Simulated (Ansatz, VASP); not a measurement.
# Two plane-wave programs on NaF

```
CELL_PARAMETERS angstrom
0.00000 2.53126 2.53126
2.43001 0.00000 2.53126
2.43001 2.53126 0.00000
ATOMIC_POSITIONS crystal
Na 0.00000 0.00000 0.00000
F 0.25000 0.25000 0.25000
```

Change from the starting cell: uniaxial_x strain -4.0%.

Alike in both runs: task single point; functional PBE; k mesh 8 × 8 × 8; occupations fermi-dirac, width 0.02 eV; no spin polarisation.

|  | VASP | Ansatz |
| --- | --- | --- |
| version | VASP 6.6.1 | Ansatz 0.2.0 |
| potentials or method | VASP PAW PBE potentials, release 64 (Na_pv, F) | plane waves, PAW |
| plane-wave cutoff (eV) | 520 | 420 |
| valence electrons in the cell | 14 | 16 |

|  | VASP | Ansatz | Ansatz less VASP |
| --- | --- | --- | --- |
| gap on the k mesh at the Fermi level (eV) | 5.73 | 5.75 | +0.017 |
| pressure (GPa) | 3.8 | 3.7 | -0.04 |
| traceless stress, the component that is largest in VASP (GPa) | -0.07 | -0.06 | +0.012 |

VASP's potentials hold 14 valence electrons a cell and Ansatz's 16, so a difference there can come from the potentials and not from the codes.
